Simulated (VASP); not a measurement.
**CdTe: single point with r2SCAN**

CdTe:

```
Cd Te
1.0
     0.00000    3.27996    3.29635
     3.27996    0.00000    3.29635
     3.27996    3.27996    0.00000
Cd Te
1 1
Direct
  0.00000 0.00000 0.00000
  0.25000 0.25000 0.25000
```

This cell differs from its parent crystal: uniaxial z strain +0.5%.

```
Program                : VASP 6.6.1
Task                   : single point
Functional             : r2SCAN
Potentials or basis    : VASP PAW PBE potentials, release 64 (Cd, Te)
Cutoff                 : 520 eV
k mesh                 : 6 × 6 × 6
Occupations            : gaussian, width 0.01 eV
Spin                   : no spin polarisation
Dipole correction      : no
Further INCAR settings : ALGO = Normal; EDIFF = 1e-06; NBANDS = 16
```

```
Pressure               : -0.1 GPa
Band gap on the k mesh : 1.13 eV, direct
```

Stress tensor (GPa, compression positive):
```
-0.09  0.00  0.00
 0.00 -0.09  0.00
 0.00  0.00 -0.17
```

Levels at points of the mesh, in eV from the valence-band top:
```tsv
k point	band 6	band 7	band 8	band 9	band 10	band 11	band 12	band 13
(0.00, 0.00, 0.00)	-8.18	-0.02	0.00	0.00	1.13	5.05	5.05	5.05
(0.50, 0.00, 0.00)	-7.84	-4.27	-0.75	-0.72	2.18	5.58	5.61	7.37
(0.50, 0.50, 0.00)	-7.71	-4.17	-1.76	-1.76	2.97	3.01	9.19	9.60
(0.50, 0.00, 0.50)	-7.70	-4.15	-1.79	-1.78	2.95	2.97	9.23	9.58
```

Wall time 82 s on 1 thread of Intel(R) Xeon(R) Platinum 8559C (Emerald Rapids), with other jobs on the host, peak memory 0.23 GiB.

Caveat: the cell differs from its parent crystal (uniaxial z strain +0.5%); the PAW data sets were made with another functional, which shifts forces and pressure a little; spin-orbit coupling is left out, which moves the levels of the heavy elements.
